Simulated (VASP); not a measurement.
Write the native input for VASP 6.6.1 that does the following.

* Task: single point
* Functional: LDA
* Potentials or basis: VASP PAW LDA potentials, release 64 (Mo_sv, Pd)
* Cutoff: 520 eV
* k mesh: 9 × 9 × 5
* Occupations: methfessel-paxton, width 0.05 eV
* Spin: no spin polarisation
* Dipole correction: no
* Further INCAR settings: ALGO = Normal; EDIFF = 1e-06; NBANDS = 19

The structure of MoPd lies in POSCAR:

```
MoPd
1.0
    2.7173120312      0.0000000000      0.0000000000
   -1.3586560156      2.3532613351      0.0000000000
    0.0000000000      0.0000000000      4.4412014110
Mo Pd
1 1
Direct
    0.6666666667      0.3333333333      0.5000000000
    0.3333333333      0.6666666667      0.0000000000
```

One way to write it, as run:

INCAR

```
SYSTEM = MoPd
ALGO = Normal
EDIFF = 1E-6
ENCUT = 520
GGA = CA
ISIF = 2
ISMEAR = 1
LASPH = .TRUE.
LCHARG = .FALSE.
LREAL = .FALSE.
LWAVE = .FALSE.
NBANDS = 19
NELM = 100
PREC = Accurate
SIGMA = 0.05
```

KPOINTS

```
k-points
0
G
  9 9 5
  0 0 0
```

Potentials or basis: VASP PAW LDA potentials, release 64 (Mo_sv, Pd).

The run is started by

```console
$ cat potpaw_LDA.64/Mo_sv/POTCAR potpaw_LDA.64/Pd/POTCAR > POTCAR
$ mpirun -np 1 vasp_std > vasp.out
```

It gave:

```json
{
 "Pressure": "5.3 GPa",
 "Band gap on the k mesh": "zero (band 12 reaches 13.62 eV, above the bottom of band 13 at 11.57 eV)"
}
```

It took 10 s on 1 thread of AMD EPYC 9R45 96-Core Processor (Zen 5), on a shared host, peak memory 0.11 GiB.
